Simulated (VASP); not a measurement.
# BN (Fmm2) in VASP: single point with LDA

Aim: the single point of BN with LDA.

All numbers are computed with VASP 6.6.1; they aren't measurements. Logs are shortened: lines on timing, memory, paths and dates and some standing lists are left out, and cuts for length are marked.

## 1. The cell of the first run

It takes space group Fmm2 (No. 42, orthorhombic). The conventional cell has a = 2.503 Å, b = 6.991 Å, c = 4.332 Å, α = 90.00°, β = 90.00°, γ = 90.00°. B (site symmetry mm2) has 3 N at 1.44 Å within 1.9 Å. N (site symmetry mm2) has 3 B at 1.44 Å within 1.9 Å.

## 2. Single point, LDA

File INCAR:

```
SYSTEM = BN
ALGO = Normal
EDIFF = 1E-6
ENCUT = 520
ISIF = 2
ISMEAR = -1
LASPH = .TRUE.
LCHARG = .FALSE.
LREAL = .FALSE.
LWAVE = .FALSE.
NBANDS = 11
NELM = 80
PREC = Accurate
SIGMA = 0.01
```

File KPOINTS:

```
k-points
0
G
  1 1 1
  0 0 0
```

File POSCAR:

```
BN
1.0
    0.0000000000      3.4953160000      2.1660910000
    1.2516320000      0.0000000000      2.1660910000
    1.2516320000      3.4953160000      0.0000000000
B N
1 1
Direct
    0.0000490000      0.0000490000      0.9999510000
    0.6666666667      0.6666666667      0.3333333333
```

Potentials or basis: VASP PAW LDA potentials, release 64 (B, N).

Launch:

```console
> cat potpaw_LDA.64/B/POTCAR potpaw_LDA.64/N/POTCAR > POTCAR
> mpirun -np 1 vasp_gam > vasp.out
```

OUTCAR:

```text
SYSTEM = BN
   EDIFF = 1E-6
   ENCUT = 520
   ISIF = 2
   ISMEAR = -1
   LASPH = .TRUE.
   LREAL = .FALSE.
   NELM = 80
   PREC = Accurate

 ion  position               nearest neighbor table
   1  0.000  0.000  1.000-   2 1.44   2 1.44   2 1.44
   2  0.667  0.667  0.333-   1 1.44   1 1.44   1 1.44

  LATTYP: Found a face centered orthorhombic cell.
 ALAT       =     2.5032640000
 B/A-ratio  =     1.7306133113
 C/A-ratio  =     2.7926067726

  Lattice vectors:

 A1 = (   0.0000000000,   3.4953160000,   2.1660910000)
 A2 = (  -1.2516320000,   3.4953160000,   0.0000000000)
 A3 = (  -1.2516320000,   0.0000000000,   2.1660910000)

Analysis of symmetry for initial positions (statically):
=====================================================================
 Subroutine PRICEL returns:
 Original cell was already a primitive cell.

 Routine SETGRP: Setting up the symmetry group for a
 face centered orthorhombic supercell.

 Subroutine GETGRP returns: Found  4 space group operations
 (whereof  4 operations were pure point group operations)
 out of a pool of  8 trial point group operations.

The static configuration has the point symmetry C_2v.

Analysis of symmetry for dynamics (positions and initial velocities):
=====================================================================
 Subroutine PRICEL returns:
 Original cell was already a primitive cell.

 Routine SETGRP: Setting up the symmetry group for a
 face centered orthorhombic supercell.

 Subroutine GETGRP returns: Found  4 space group operations
 (whereof  4 operations were pure point group operations)
 out of a pool of  8 trial point group operations.

The dynamic configuration has the point symmetry C_2v.

 Subroutine INISYM returns: Found  4 space group operations
 (whereof  4 operations are pure point group operations),
 and found     1 'primitive' translations

----------------------------------------------------------------------------------------

                                     Primitive cell

  volume of cell :      18.9526

  direct lattice vectors                    reciprocal lattice vectors
     0.000000000  3.495316000  2.166091000    -0.399478441  0.143048583  0.230830561
     1.251632000  0.000000000  2.166091000     0.399478441 -0.143048583  0.230830561
     1.251632000  3.495316000  0.000000000     0.399478441  0.143048583 -0.230830561

  length of vectors
     4.112077840  2.501705995  3.712656273     0.483041064  0.483041064  0.483041064

  position of ions in fractional coordinates (direct lattice)
     0.000049000  0.000049000  0.999951000
     0.666666667  0.666666667  0.333333333

  ion indices of the primitive-cell ions
   primitive index   ion index
                 1           1
                 2           2

----------------------------------------------------------------------------------------

 KPOINTS: k-points

Automatic generation of k-mesh.
 Grid dimensions read from file:
 generate k-points for:    1    1    1

 Generating k-lattice:

  Cartesian coordinates                     Fractional coordinates (reciprocal lattice)
    -0.399478441  0.143048583  0.230830561     1.000000000  0.000000000 -0.000000000
     0.399478441 -0.143048583  0.230830561     0.000000000  1.000000000  0.000000000
     0.399478441  0.143048583 -0.230830561    -0.000000000  0.000000000  1.000000000

  Length of vectors
     0.483041064  0.483041064  0.483041064

  Shift w.r.t. Gamma in fractional coordinates (k-lattice)
     0.000000000  0.000000000  0.000000000

 Subroutine IBZKPT returns following result:
 ===========================================

 Found      1 irreducible k-points:

 Following reciprocal coordinates:
            Coordinates               Weight
  0.000000  0.000000  0.000000      1.000000
   k-points           NKPTS =      1   k-points in BZ     NKDIM =      1   number of bands    NBANDS=     11
   number of dos      NEDOS =    301   number of ions     NIONS =      2
   total plane-waves  NPLWV =  17920
   dimension x,y,z NGX =    32 NGY =   20 NGZ =   28
   dimension x,y,z NGXF=    64 NGYF=   40 NGZF=   56
   ions per type =               1   1
   NGX,Y,Z   is equivalent  to a cutoff of  12.94, 13.29, 12.54 a.u.
   NGXF,Y,Z  is equivalent  to a cutoff of  25.87, 26.58, 25.08 a.u.
 SYSTEM =  BN
   PREC   = accura    normal or accurate (medium, high low for compatibility)
   ISTART =      0    job   : 0-new  1-cont  2-samecut
   ICHARG =      2    charge: 1-file 2-atom 10-const
   ISPIN  =      1    spin polarized calculation?
   LNONCOLLINEAR =      F non collinear calculations
   LSORBIT =      F    spin-orbit coupling
   LASPH  =      T    aspherical Exc in radial PAW
   ENCUT  =  520.0 eV  38.22 Ry    6.18 a.u.   7.65  4.65  6.90*2*pi/ulx,y,z
   NELM   =     80;   NELMIN=  2; NELMDL= -5     # of ELM steps
   EDIFF  = 0.1E-05   stopping-criterion for ELM
   LREAL  =      F    real-space projection
   EDIFFG = 0.1E-04   stopping-criterion for IOM
   NSW    =      0    number of steps for IOM
   IBRION =     -1    ionic relax: 0-MD 1-quasi-New 2-CG
   NFREE  =      0    steps in history (QN), initial steepest desc. (CG)
   ISIF   =      2    stress and relaxation
   ISYM   =      2    0-nonsym 1-usesym 2-fastsym
   POTIM  = 0.5000    time-step for ionic-motion
   TEBEG  =    0.0;   TEEND  =   0.0 temperature during run
   PSTRESS=    0.0 pullay stress
   NELECT =       8.0000    total number of electrons
   NUPDOWN=      -1.0000    fix difference up-down
   EMIN   =  10.00;   EMAX   =-10.00  energy-range for DOS
   EFERMI =   0.00;   METHOD = LEGACY
   ISMEAR =    -1;   SIGMA  =   0.01  broadening in eV -4-tet -1-fermi 0-gaus
   EFERMI_NEDOS =   21; number of points for ismear=-14 and -15
   IALGO  =     38    algorithm
   IMIX   =      4    mixing-type and parameters
     AMIX     =   0.40;   BMIX     =  1.00
     AMIX_MAG =   1.60;   BMIX_MAG =  1.00
  volume/ion in A,a.u.               =       9.48        63.95
  Fermi-wavevector in a.u.,A,eV,Ry     =   1.228047  2.320672 20.518930  1.508099
  Thomas-Fermi vector in A             =   2.362987
   LORBIT       =      0    0 simple, 1 ext, 2 COOP (PROOUT), +10 PAW based schemes
   GGA     = CA    functional components
   LHFCALC =     F    Hartree Fock is set to
   AEXX    =    0.0000 exact exchange contribution
   IVDW    =     0    specifies the selected vdW correction
   LEPSILON=     F    determine dielectric tensor
   LRPA    =     F    only Hartree local field effects (RPA)
 non-spin polarized calculation
  energy-cutoff  :      520.00
  volume of cell :       18.95
 maximum number of plane-waves:       253
 NGX is ok and might be reduce to    30
   NGX = 15   NGY =  9   NGZ = 13

 number of electron       8.0000000 magnetization

 Free energy of the ion-electron system (eV)
  ---------------------------------------------------
  ext. energy  EPLUGINS =         0.00000000
  ---------------------------------------------------
  free energy    TOTEN  =       -11.56223682 eV

  energy without entropy =      -11.56223682  energy(sigma->0) =      -11.56223682

 E-fermi :   2.1881     XC(G=0):  -9.8962

 val. band max:        1.9412782766   @ k =   0.0000   0.0000   0.0000
 cond. band min:       6.7190734016   @ k =   0.0000   0.0000   0.0000
 fundamental gap:      4.7777951250
 Fermi energy:         2.1881418512

 k-point     1 :       0.0000    0.0000    0.0000
  band No.  band energies     occupation
      1     -14.8052      2.00000
      2      -2.0549      2.00000
      3       1.9304      2.00000
      4       1.9413      2.00000
      5       6.7191      0.00000
      6      14.1335      0.00000
      7      14.2052      0.00000
      8      15.5551      0.00000
      9      17.1467      0.00000
     10      27.3609      0.00000
     11      28.3114      0.00000

------------------------ aborting loop because EDIFF is reached ----------------------------------------

  FORCE on cell =-STRESS in cart. coord.  units (eV):
  Direction    XX          YY          ZZ          XY          YZ          ZX
  --------------------------------------------------------------------------------------
  -------------------------------------------------------------------------------------
  Total        1.2151029      8.7453545      1.5029200      0.0000000      0.0000000      0.0000000
  in kB      102.7197220    739.2957423    127.0505773      0.0000000      0.0000000      0.0000000
  external PRESSURE =     323.0220139 kB  Pullay stress =       0.0000000 kB

 VOLUME and BASIS-vectors are now :
 -----------------------------------------------------------------------------
  energy-cutoff  :      520.00
  volume of cell :       18.95
      direct lattice vectors                 reciprocal lattice vectors
     0.000000000  3.495316000  2.166091000    -0.399478441  0.143048583  0.230830561
     1.251632000  0.000000000  2.166091000     0.399478441 -0.143048583  0.230830561
     1.251632000  3.495316000  0.000000000     0.399478441  0.143048583 -0.230830561

 POSITION                                       TOTAL-FORCE (eV/Angst)
 -----------------------------------------------------------------------------------
      1.25163      3.49532      0.00021         0.000000      0.000000      0.003683
      1.25163      3.49532      2.88812         0.000000      0.000000     -0.003683
 -----------------------------------------------------------------------------------
    total drift:                                0.000003     -0.000000     -0.000012

  FREE ENERGIE OF THE ION-ELECTRON SYSTEM (eV)
  ---------------------------------------------------
  free  energy   TOTEN  =       -11.5622368166 eV

  energy  without entropy=      -11.5622368166  energy(sigma->0) =      -11.56223682
```

It took 2.3 s on 1 thread of Intel Xeon Platinum 8259CL at 2.50GHz (Skylake/Cascade Lake), shared host; peak memory 0.12 GiB.

Results:

```
Free energy            : -11.5622 eV
Pressure               : 32.3 GPa
Largest force          : 0.004 eV/Å
Band gap on the k mesh : 4.78 eV
```

Forces on the atoms (eV/Å):
```
B    0.000  0.000  0.004
N    0.000  0.000 -0.004
```

Caveat: the k points lie up to 3.04 Å⁻¹ apart. A k mesh can miss the band edges.
